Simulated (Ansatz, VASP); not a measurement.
## Ca3Zr2N: VASP beside Ansatz

```
Ca Zr N
1.0
     6.38816    0.00000    0.00000
     0.00000    6.38816    0.00000
     0.00000    0.00000    4.61114
Ca Zr N
3 2 1
Direct
  0.00000 0.00000 0.00000
  0.00000 0.50000 0.50000
  0.50000 0.00000 0.50000
  0.00000 0.00000 0.50000
  0.50000 0.50000 0.50000
  0.50000 0.50000 0.00000
```

Alike in both runs: functional PBE; k mesh 6 × 6 × 8; occupations gaussian, width 0.1 eV; no spin polarisation.

Ansatz relaxed the structure, and its values are those at the end. VASP's run is a single point on that final structure, the one shown.

```csv
,VASP,Ansatz
version,VASP 6.6.1,Ansatz 0.2.0
potentials or method,"VASP PAW PBE potentials, release 64 (Ca_sv, Zr_sv, N), cutoff 520 eV","scalar-relativistic, plane waves, PAW"
valence electrons in the cell,59,59
```

```tsv
	VASP	Ansatz	Ansatz less VASP
gap on the k mesh at the Fermi level (eV)	none	none	-
pressure (GPa)	0.2	0.0	-0.20
```

A gap of «none» marks a metal or a gap that the smearing closes. With one functional, cell and mesh, what is left measures potentials, basis and numerics.
